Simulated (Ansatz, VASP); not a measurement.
**Ni3N2 in VASP and in Ansatz**

```
Ni N
1.0
     4.06712    0.00000    0.00000
    -2.03356    3.52223    0.00000
     0.00000    0.00000    4.66345
Ni N
3 2
Direct
  0.33333 0.66667 0.50000
  0.66667 0.33333 0.50000
  0.00000 0.00000 0.00000
  0.00000 0.00000 0.36783
  0.00000 0.00000 0.63217
```

Alike in both runs: functional PBE; k mesh 6 × 6 × 4; occupations gaussian, width 0.1 eV; collinear spin.

Ansatz relaxed the structure, and its values are those at the end. VASP's run is a single point on that final structure, the one shown.

|  | VASP | Ansatz |
| --- | --- | --- |
| version | VASP 6.6.1 | Ansatz 0.2.0 |
| potentials or method | VASP PAW PBE potentials, release 64 (Ni, N), cutoff 520 eV | scalar-relativistic, plane waves, PAW |
| valence electrons in the cell | 40 | 64 |

|  | VASP | Ansatz | Ansatz less VASP |
| --- | --- | --- | --- |
| gap on the k mesh at the Fermi level (eV) | none | none | - |
| pressure (GPa) | 0.1 | 0.0 | -0.14 |
| rms of the force components (eV/Å) | 0.064 | 0.002 | -0.0629 |
| net moment per atom (μB) | 0.11 | 0.11 | +0.003 |
| size of the moment on the site where the two differ most (μB) | 0.32 | 0.33 | +0.018 |

Site moments also hang on the region over which each program counts them. A gap of «none» marks a metal or a gap that the smearing closes. The functional is the same, so the differences come from potentials, cutoffs and numerics. VASP's potentials hold 40 valence electrons a cell and Ansatz's 64, so a difference there can come from the potentials and not from the codes. Ansatz's warnings: seeded moment not kept.

Noted on VASP's run: the standard files for N, O and F lose accuracy on very short bonds.
